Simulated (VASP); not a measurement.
A run of VASP 6.6.1:

The input INCAR:

```
  PREC = Accurate
  ENCUT = 520
  EDIFF = 1E-7
  ISMEAR = -1
  SIGMA = 0.05
  LREAL = F
  LASPH = T
  NELM = 80
  ALGO = Normal
  ISIF = 2
  LWAVE = F
  LCHARG = F
  GGA = PS
  NBANDS = 20
```

Contents of KPOINTS:

```
regular mesh
0
Gamma
  9 9 4
```

Contents of POSCAR:

```
MoS2
1.0
    3.1488239072      0.0000000000      0.0000000000
   -1.5744119536      2.7269614957      0.0000000000
    0.0000000000      0.0000000000      6.0734342865
Mo S
1 2
Direct
    0.0000000000      0.0000000000      0.5000000000
    0.6666666667      0.3333333333      0.7601980942
    0.3333333333      0.6666666667      0.2398019058
```

Potentials or basis: VASP PAW PBE potentials, release 64 (Mo_sv, S).

Run with:

```sh
$ cat potpaw_PBE.64/Mo_sv/POTCAR potpaw_PBE.64/S/POTCAR > POTCAR
$ mpirun -np 1 vasp_std > vasp.out
```

Hardware: 1 thread of Intel(R) Xeon(R) Platinum 8375C CPU @ 2.90GHz (Ice Lake), with other jobs on the host.

Task: How long does it take, and how much memory?

Result: Wall time 51 s on 1 thread of Intel(R) Xeon(R) Platinum 8375C CPU @ 2.90GHz (Ice Lake), on a shared host, peak memory 0.19 GiB. Counts: scf iterations 16, k points 43.
